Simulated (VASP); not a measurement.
# SiMo3 (Pm-3n) in VASP: vibrations by perturbation theory with PBE

Aim: the vibrations by perturbation theory of SiMo3 with PBE.

Everything below comes from runs of VASP 6.6.1. Logs are shortened: lines on timing, memory, paths and dates and some standing lists are left out, and cuts for length are marked.

## Step 1: The cell of the first run

Symmetry: Pm-3n, No. 223, cubic system. Conventional cell: a = 4.906 Å, b = 4.906 Å, c = 4.906 Å, α = 90.00°, β = 90.00°, γ = 90.00°. Within 3.6 Å of Si (site symmetry m-3) lie 12 Mo at 2.74 Å. Mo (site symmetry -4m2) has 10 Mo at 2.45 to 3.00 Å and 4 Si at 2.74 Å within 3.2 Å.

## Step 2: Vibrations by perturbation theory, PBE

The input, INCAR:

```
PREC = Accurate
ENCUT = 500
EDIFF = 1E-8
ISMEAR = 0
SIGMA = 0.1
LREAL = False
LASPH = True
NELM = 120
ALGO = Normal
ISIF = 2
LWAVE = False
LCHARG = True
GGA = PE
NBANDS = 56
IBRION = 8
NSW = 1
GGA_COMPAT = False
KPAR = 4
```

The input, KPOINTS:

```
Automatic mesh
0
Gamma
  6 6 6
```

The input, POSCAR:

```
SiMo3
1.0
    4.9063915517      0.0000000000      0.0000000000
    0.0000000000      4.9063915517      0.0000000000
    0.0000000000      0.0000000000      4.9063915517
Si Mo
2 6
Direct
    0.5000000000      0.5000000000      0.5000000000
    0.0000000000      0.0000000000      0.0000000000
    0.0000000000      0.5000000000      0.7500000000
    0.0000000000      0.5000000000      0.2500000000
    0.5000000000      0.2500000000      0.0000000000
    0.5000000000      0.7500000000      0.0000000000
    0.2500000000      0.0000000000      0.5000000000
    0.7500000000      0.0000000000      0.5000000000
```

Potentials or basis: VASP PAW PBE potentials, release 64 (Si, Mo_sv).

On the command line:

```
$ cat potpaw_PBE.64/Si/POTCAR potpaw_PBE.64/Mo_sv/POTCAR > POTCAR
$ mpirun -np 4 vasp_std > vasp.out
```

OUTCAR:

```text
PREC = Accurate
   ENCUT = 500
   EDIFF = 1E-8
   ISMEAR = 0
   LREAL = False
   LASPH = True
   NELM = 120
   ISIF = 2
   GGA = PE
   IBRION = 8
   NSW = 1

 ion  position               nearest neighbor table
   1  0.500  0.500  0.500-   3 2.74   4 2.74   5 2.74   6 2.74   7 2.74   8 2.74   5 2.74   6 2.74
                             7 2.74   8 2.74   3 2.74   4 2.74
   2  0.000  0.000  0.000-   3 2.74   4 2.74   5 2.74   6 2.74   7 2.74   8 2.74   7 2.74   8 2.74
                             3 2.74   4 2.74   5 2.74   6 2.74
   3  0.000  0.500  0.750-   4 2.45   4 2.45   1 2.74   2 2.74   2 2.74   1 2.74   8 3.00   5 3.00
                             6 3.00   7 3.00   8 3.00   7 3.00   5 3.00   6 3.00
   4  0.000  0.500  0.250-   3 2.45   3 2.45   1 2.74   2 2.74   2 2.74   1 2.74   8 3.00   5 3.00
                             6 3.00   7 3.00   8 3.00   7 3.00   5 3.00   6 3.00
   5  0.500  0.250  0.000-   6 2.45   6 2.45   1 2.74   1 2.74   2 2.74   2 2.74   8 3.00   4 3.00
                             7 3.00   8 3.00   3 3.00   7 3.00   3 3.00   4 3.00
   6  0.500  0.750  0.000-   5 2.45   5 2.45   1 2.74   1 2.74   2 2.74   2 2.74   8 3.00   4 3.00
                             7 3.00   8 3.00   3 3.00   7 3.00   3 3.00   4 3.00
   7  0.250  0.000  0.500-   8 2.45   8 2.45   1 2.74   2 2.74   1 2.74   2 2.74   3 3.00   4 3.00
                             5 3.00   6 3.00   5 3.00   3 3.00   4 3.00   6 3.00
   8  0.750  0.000  0.500-   7 2.45   7 2.45   1 2.74   2 2.74   1 2.74   2 2.74   3 3.00   4 3.00
                             5 3.00   6 3.00   5 3.00   3 3.00   4 3.00   6 3.00

  LATTYP: Found a simple cubic cell.
 ALAT       =     4.9063915517

  Lattice vectors:

 A1 = (   4.9063915517,   0.0000000000,   0.0000000000)
 A2 = (   0.0000000000,   4.9063915517,   0.0000000000)
 A3 = (   0.0000000000,   0.0000000000,   4.9063915517)

Analysis of symmetry for initial positions (statically):
=====================================================================
 Subroutine PRICEL returns:
 Original cell was already a primitive cell.

 Routine SETGRP: Setting up the symmetry group for a
 simple cubic supercell.

[... 1429 lines left out ...]
          X           Y           Z          XY          YZ          ZX
  --------------------------------------------------------------------------------
  x    -0.00000     1.85883    -1.85883     0.00000     0.00000     0.00000
  y    -0.00000     0.00000     0.00000     1.85109     0.00000     0.00000
  z    -0.00000     0.00000     0.00000     0.00000     0.00000    -1.94111

 SECOND DERIVATIVES (NOT SYMMETRIZED)
 ------------------------------------
               1X          1Y          1Z          2X          2Y          2Z          3X          3Y          3Z          4X          4Y          4Z          5X          5Y          5Z          6X          6Y          6Z          7X          7Y          7Z          8X          8Y          8Z
  1X    -9.187089    0.000000    0.000000    0.680915    0.000000    0.000000    3.583583   -0.000000    0.000000    3.583583   -0.000000    0.000000    0.069526    0.000000    0.000000    0.069526    0.000000    0.000000    0.599977    0.000000    0.000000    0.599977    0.000000    0.000000
  1Y     0.000000   -9.187089    0.000000    0.000000    0.680915    0.000000    0.000000    0.069526    0.000000    0.000000    0.069526    0.000000    0.000000    0.599977    0.000000    0.000000    0.599977    0.000000    0.000000    3.583583   -0.000000    0.000000    3.583583   -0.000000
  1Z     0.000000    0.000000   -9.187089    0.000000    0.000000    0.680915    0.000000    0.000000    0.599977    0.000000    0.000000    0.599977   -0.000000    0.000000    3.583583   -0.000000    0.000000    3.583583    0.000000    0.000000    0.069526    0.000000    0.000000    0.069526
  2X     0.680915    0.000000    0.000000   -9.187089    0.000000    0.000000    0.069526    0.000000    0.000000    0.069526    0.000000    0.000000    3.583583    0.000000    0.000000    3.583583    0.000000    0.000000    0.599977    0.000000    0.000000    0.599977    0.000000    0.000000
  2Y     0.000000    0.680915    0.000000    0.000000   -9.187089    0.000000    0.000000    3.583583    0.000000    0.000000    3.583583    0.000000    0.000000    0.599977    0.000000    0.000000    0.599977    0.000000    0.000000    0.069526    0.000000    0.000000    0.069526    0.000000
  2Z     0.000000    0.000000    0.680915    0.000000    0.000000   -9.187089    0.000000    0.000000    0.599977    0.000000    0.000000    0.599977    0.000000    0.000000    0.069526    0.000000    0.000000    0.069526    0.000000   -0.000000    3.583583    0.000000   -0.000000    3.583583
  3X     3.580700    0.000000    0.000000    0.067914    0.000000    0.000000  -11.972553    0.000000   -0.000000    1.100400    0.000000    0.000000    2.776264   -0.000000    0.000000    2.776264    0.000000    0.000000    0.835506    0.000000   -0.765217    0.835506    0.000000    0.765217
  3Y     0.000000    0.067914    0.000000    0.000000    3.580700   -0.000000    0.000000  -11.972553   -0.000000    0.000000    1.100400    0.000000    0.000000    0.835506   -0.765217    0.000000    0.835506    0.765217   -0.000000    2.776264    0.000000    0.000000    2.776264    0.000000
  3Z     0.000000    0.000000    0.597497    0.000000    0.000000    0.597497    0.000000    0.000000  -14.441303    0.000000    0.000000    9.946778    0.000000   -0.613894    0.824883    0.000000    0.613894    0.824883   -0.613894    0.000000    0.824883    0.613894    0.000000    0.824883
  4X     3.580700    0.000000    0.000000    0.067914    0.000000    0.000000    1.100400    0.000000    0.000000  -11.972553    0.000000   -0.000000    2.776264    0.000000    0.000000    2.776264   -0.000000    0.000000    0.835506    0.000000    0.765217    0.835506    0.000000   -0.765217
  4Y     0.000000    0.067914    0.000000    0.000000    3.580700   -0.000000    0.000000    1.100400    0.000000    0.000000  -11.972553   -0.000000    0.000000    0.835506    0.765217    0.000000    0.835506   -0.765217    0.000000    2.776264    0.000000   -0.000000    2.776264    0.000000
  4Z     0.000000    0.000000    0.597497    0.000000    0.000000    0.597497    0.000000    0.000000    9.946778    0.000000    0.000000  -14.441303    0.000000    0.613894    0.824883    0.000000   -0.613894    0.824883    0.613894    0.000000    0.824883   -0.613894    0.000000    0.824883
  5X     0.067914    0.000000    0.000000    3.580700   -0.000000    0.000000    2.776264    0.000000    0.000000    2.776264    0.000000   -0.000000  -11.972553    0.000000    0.000000    1.100400    0.000000    0.000000    0.835506    0.765217    0.000000    0.835506   -0.765217    0.000000
  5Y     0.000000    0.597497    0.000000    0.000000    0.597497    0.000000    0.000000    0.824883   -0.613894    0.000000    0.824883    0.613894    0.000000  -14.441303    0.000000    0.000000    9.946778    0.000000    0.613894    0.824883    0.000000   -0.613894    0.824883    0.000000
  5Z     0.000000    0.000000    3.580700    0.000000    0.000000    0.067914    0.000000   -0.765217    0.835506    0.000000    0.765217    0.835506    0.000000    0.000000  -11.972553    0.000000    0.000000    1.100400    0.000000    0.000000    2.776264   -0.000000    0.000000    2.776264
  6X     0.067914    0.000000    0.000000    3.580700   -0.000000    0.000000    2.776264    0.000000   -0.000000    2.776264    0.000000    0.000000    1.100400    0.000000    0.000000  -11.972553    0.000000    0.000000    0.835506   -0.765217    0.000000    0.835506    0.765217    0.000000
  6Y     0.000000    0.597497    0.000000    0.000000    0.597497    0.000000    0.000000    0.824883    0.613894    0.000000    0.824883   -0.613894    0.000000    9.946778    0.000000    0.000000  -14.441303    0.000000   -0.613894    0.824883    0.000000    0.613894    0.824883    0.000000
  6Z     0.000000    0.000000    3.580700    0.000000    0.000000    0.067914    0.000000    0.765217    0.835506    0.000000   -0.765217    0.835506    0.000000    0.000000    1.100400    0.000000    0.000000  -11.972553   -0.000000    0.000000    2.776264    0.000000    0.000000    2.776264
  7X     0.597497    0.000000    0.000000    0.597497    0.000000    0.000000    0.824883    0.000000   -0.613894    0.824883    0.000000    0.613894    0.824883    0.613894    0.000000    0.824883   -0.613894    0.000000  -14.441303    0.000000    0.000000    9.946778    0.000000    0.000000
  7Y     0.000000    3.580700    0.000000    0.000000    0.067914    0.000000    0.000000    2.776264   -0.000000    0.000000    2.776264    0.000000    0.765217    0.835506    0.000000   -0.765217    0.835506    0.000000   -0.000000  -11.972553    0.000000   -0.000000    1.100400    0.000000
  7Z     0.000000    0.000000    0.067914   -0.000000    0.000000    3.580700   -0.765217    0.000000    0.835506    0.765217    0.000000    0.835506    0.000000   -0.000000    2.776264    0.000000    0.000000    2.776264   -0.000000    0.000000  -11.972553    0.000000    0.000000    1.100400
  8X     0.597497    0.000000    0.000000    0.597497    0.000000    0.000000    0.824883    0.000000    0.613894    0.824883    0.000000   -0.613894    0.824883   -0.613894    0.000000    0.824883    0.613894    0.000000    9.946778    0.000000    0.000000  -14.441303    0.000000    0.000000
  8Y     0.000000    3.580700    0.000000    0.000000    0.067914    0.000000    0.000000    2.776264    0.000000    0.000000    2.776264   -0.000000   -0.765217    0.835506    0.000000    0.765217    0.835506    0.000000   -0.000000    1.100400    0.000000   -0.000000  -11.972553    0.000000
  8Z     0.000000    0.000000    0.067914   -0.000000    0.000000    3.580700    0.765217    0.000000    0.835506   -0.765217    0.000000    0.835506    0.000000    0.000000    2.776264    0.000000   -0.000000    2.776264    0.000000    0.000000    1.100400   -0.000000    0.000000  -11.972553

 Eigenvectors and eigenvalues of the dynamical matrix
 ----------------------------------------------------

   1 f  =    9.797020 THz    61.556493 2PiTHz  326.793414 cm-1    40.517201 meV
             X         Y         Z           dx          dy          dz
      2.453196  2.453196  2.453196    -0.000000    0.000000    0.649102
      0.000000  0.000000  0.000000     0.000000   -0.000000   -0.649102
      0.000000  2.453196  3.679794     0.000000    0.000000    0.000000
      0.000000  2.453196  1.226598     0.000000    0.000000   -0.000000
      2.453196  1.226598  0.000000    -0.000000   -0.000000   -0.198327
      2.453196  3.679794  0.000000    -0.000000   -0.000000   -0.198327
      1.226598  0.000000  2.453196     0.000000   -0.000000    0.198327
      3.679794  0.000000  2.453196    -0.000000   -0.000000    0.198327
[... 243 lines left out ...]
  24 f/i=    0.009831 THz     0.061768 2PiTHz    0.327916 cm-1     0.040656 meV
             X         Y         Z           dx          dy          dz
      2.453196  2.453196  2.453196    -0.025373    0.208158   -0.018160
      0.000000  0.000000  0.000000    -0.025373    0.208158   -0.018160
      0.000000  2.453196  3.679794    -0.046900    0.384761   -0.033744
      0.000000  2.453196  1.226598    -0.046900    0.384761   -0.033744
      2.453196  1.226598  0.000000    -0.046900    0.386781   -0.033568
      2.453196  3.679794  0.000000    -0.046900    0.386781   -0.033568
      1.226598  0.000000  2.453196    -0.047147    0.384761   -0.033568
      3.679794  0.000000  2.453196    -0.047147    0.384761   -0.033568

--------------------------------------------------------------------------------------------------------

 ELASTIC MODULI CONTR FROM IONIC RELAXATION (kBar)
 Direction    XX          YY          ZZ          XY          YZ          ZX
 --------------------------------------------------------------------------------
 XX          -7.3191      3.6595      3.6595      0.0000      0.0000      0.0000
 YY           3.6595     -7.3191      3.6595      0.0000     -0.0000     -0.0000
 ZZ           3.6595      3.6595     -7.3191     -0.0000     -0.0000     -0.0000
 XY           0.0000      0.0000     -0.0000    -13.3679      0.0000      0.0000
 YZ           0.0000      0.0000     -0.0000      0.0000    -13.3679      0.0000
 ZX           0.0000     -0.0000     -0.0000      0.0000      0.0000    -13.3679
 --------------------------------------------------------------------------------
```

Run time: 24 min. Hardware: 4 MPI ranks of Intel Xeon Platinum 8559C (Emerald Rapids), shared host; peak memory 0.92 GiB.

What came out:

- Highest phonon frequency at Γ: 327 cm⁻¹

Phonon frequencies in cm⁻¹ (negative: imaginary):
| q point | frequencies |
| --- | --- |
| (0.000, 0.000, 0.000) | 0 0 0 135 135 135 181 181 181 188 188 188 203 203 203 249 269 269 303 303 303 327 327 327 |
